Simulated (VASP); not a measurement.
Runs of VASP 6.6.1 on CuI. The structure is that of space group P6_3/mmc (No. 194), or close to it. The cells are those of the table. 

```csv
level,potentials or basis,cell,smearing,gap on the mesh (eV),pressure (GPa)
PBE,"VASP PAW PBE potentials, release 64 (Cu, I)","a = 4.376, b = 4.376, c = 7.254 Å, angles 90.0, 90.0, 120.0°, 4 atoms",fermi-dirac 0.02 eV,(a),1.1
LDA,"VASP PAW LDA potentials, release 64 (Cu, I)","a = 4.376, b = 4.376, c = 7.254 Å, angles 90.0, 90.0, 120.0°, 4 atoms",gaussian 0.01 eV,1.09,-3.1
PBE,"VASP PAW PBE potentials, release 64 (Cu, I)","a = 4.390, b = 4.390, c = 8.096 Å, angles 90.0, 90.0, 120.0°, 4 atoms",fermi-dirac 0.02 eV,(c),0.0
LDA,"VASP PAW LDA potentials, release 64 (Cu, I)","a = 4.301, b = 4.301, c = 6.539 Å, angles 90.0, 90.0, 120.0°, 4 atoms",fermi-dirac 0.02 eV,(b),0.3
PBEsol,"VASP PAW PBE potentials, release 64 (Cu, I)","a = 4.345, b = 4.345, c = 6.763 Å, angles 90.0, 90.0, 120.0°, 4 atoms",fermi-dirac 0.02 eV,1.04,0.1
```

Alike in all rows: task single point; no spin polarisation; k mesh 6 × 6 × 4; cutoff (eV) 520.

Task: Estimate the missing entries.

Result: (a) 1.23; (b) 0.94; (c) 1.16.

Caveats: spin-orbit coupling is left out, which moves the levels of the heavy elements; the PAW data sets were made with another functional, which shifts forces and pressure a little (some runs).

A k mesh can miss the band edges, and the runs leave out spin-orbit coupling on I.
